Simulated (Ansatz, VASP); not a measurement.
# Two plane-wave programs on Hf

INCAR

```
SYSTEM = Hf
PREC = Accurate
ENCUT = 520
EDIFF = 1E-6
ISMEAR = -1
SIGMA = 0.08
LREAL = .FALSE.
LASPH = .TRUE.
NELM = 80
ALGO = Normal
ISIF = 2
LWAVE = .FALSE.
LCHARG = .TRUE.
LELF = .TRUE.
LVHAR = .TRUE.
NBANDS = 17
```

File KPOINTS:

```
regular mesh
0
G
  15 15 8
  0 0 0
```

POSCAR

```
Hf
1.0
    3.0500172558      0.0000000000      0.0000000000
   -1.5250086279      2.6413924255      0.0000000000
    0.0000000000      0.0000000000      4.8606605358
Hf
2
Direct
    0.3333333333      0.6666666667      0.2500000000
    0.6666666667      0.3333333333      0.7500000000
```

Input for Ansatz:

```yaml
crystal:
  lattice:
    - [3.0500172558, 0.0, 0.0]
    - [-1.5250086279, 2.6413924255, 0.0]
    - [0.0, 0.0, 4.8606605358]
  atoms:
    - { symbol: Hf, position: [0.3333333333, 0.6666666667, 0.25] }
    - { symbol: Hf, position: [0.6666666667, 0.3333333333, 0.75] }
kpoints:
  mp_grid: { grid: [15, 15, 8] }
scf:
  occupations: { method: fermi_dirac, width: 0.08 }
hamiltonian:
  xc: lda
  pseudopotentials: { kind: paw }
output:
  forces: true
  stress: true
  eigenvalues: true
  populations: true
  write_density: true
  write_potential: true
  elf: true
  volumetric_format: npy
```

Change from the starting cell: volume scaled by 0.94, PAW files.

Alike in both runs: task single point; functional LDA; k mesh 15 × 15 × 8; occupations fermi-dirac, width 0.08 eV; no spin polarisation.

```csv
,VASP,Ansatz
version,VASP 6.6.1,Ansatz 0.2.0
potentials or method,"VASP PAW LDA potentials, release 64 (Hf_pv)","PAW with Ansatz's default frozen-core files, scalar-relativistic"
plane-wave cutoff (eV),520,420
valence electrons in the cell,20,52
```

```tsv
	VASP	Ansatz	Ansatz less VASP
pressure (GPa)	8.4	8.2	-0.14
```

LDA's correlation is that of Perdew and Zunger in VASP and of Perdew and Wang (1992) in Ansatz. VASP's potentials hold 20 valence electrons a cell and Ansatz's 52, so a difference there can come from the potentials and not from the codes.

Neither program's run includes spin-orbit coupling.
